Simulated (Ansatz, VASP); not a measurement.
**BaS in VASP and in Ansatz**

Contents of POSCAR:

```
BaS
1.0
    4.4421900034      0.0000000000      0.0000000000
   -2.2210950017      3.8470493913      0.0000000000
    0.0000000000      0.0000000000      7.7894608803
Ba S
2 2
Direct
    0.0000000000      0.0000000000      0.0000000000
    0.0000000000      0.0000000000      0.5000000000
    0.3333333333      0.6666666667      0.2500000000
    0.6666666667      0.3333333333      0.7500000000
```

Contents of INCAR.step1:

```
SYSTEM = BaS
  PREC = Accurate
  ENCUT = 520
  ISMEAR = 0
  SIGMA = 0.01
  LREAL = .False.
  LASPH = .True.
  NELM = 60
  NBANDS = 24
  GGA = PE
  ALGO = Normal
  EDIFF = 1E-4
  LWAVE = .True.
  LCHARG = .False.
```

INCAR.step2

```
SYSTEM = BaS
  PREC = Accurate
  ENCUT = 520
  EDIFF = 1E-6
  ISMEAR = 0
  SIGMA = 0.01
  LREAL = .False.
  LASPH = .True.
  NELM = 60
  ALGO = Normal
  ISIF = 2
  LWAVE = .False.
  LCHARG = .False.
  METAGGA = R2SCAN
  LMIXTAU = .True.
  NBANDS = 24
  ISTART = 1
```

The input KPOINTS:

```
regular mesh
0
Gamma
  6 6 4
  0 0 0
```

Input for Ansatz:

```yaml
crystal:
  lattice:
    - [4.4421900034, 0.0, 0.0]
    - [-2.2210950017, 3.8470493913, 0.0]
    - [0.0, 0.0, 7.7894608803]
  atoms:
    - { symbol: Ba, position: [0.0, 0.0, 0.0] }
    - { symbol: Ba, position: [0.0, 0.0, 0.5] }
    - { symbol: S, position: [0.3333333333, 0.6666666667, 0.25] }
    - { symbol: S, position: [0.6666666667, 0.3333333333, 0.75] }
kpoints:
  mp_grid: { grid: [6, 6, 4] }
  band_path:
    path:
      - [0.0, 0.0, 0.0]
      - [0.5, 0.0, 0.0]
      - [0.3333333333, 0.3333333333, 0.0]
      - [0.0, 0.0, 0.5]
      - [0.5, 0.0, 0.5]
      - [0.3333333333, 0.3333333333, 0.5]
      - [0.0, 0.5, 0.0]
    npoints: 1
hamiltonian:
  xc: r2scan
scf:
  occupations: { method: fixed }
  n_extra_bands: 5
output:
  forces: true
  stress: true
  eigenvalues: true
```

Alike in both runs: task single point; functional r2SCAN; k mesh 6 × 6 × 4; no spin polarisation.

|  | VASP | Ansatz |
| --- | --- | --- |
| version | VASP 6.6.1 | Ansatz 0.2.0 |
| potentials or method | VASP PAW PBE potentials, release 64 (Ba_sv, S) | plane waves, PAW |
| plane-wave cutoff (eV) | 520 | 500 |
| occupations | gaussian, width 0.01 eV | fixed |
| valence electrons in the cell | 32 | 32 |

VASP gave:

* gap on the k mesh at the Fermi level (eV): 2.71
* pressure (GPa): 0.6
* traceless stress, the component that is largest in VASP (GPa): 0.11

Estimate Ansatz's values.

gap on the k mesh at the Fermi level (eV): 2.80; pressure (GPa): 0.0; traceless stress, the component that is largest in VASP (GPa): 0.00.

VASP's potentials were made for PBE, not for r2SCAN.

Spin-orbit coupling is off throughout.
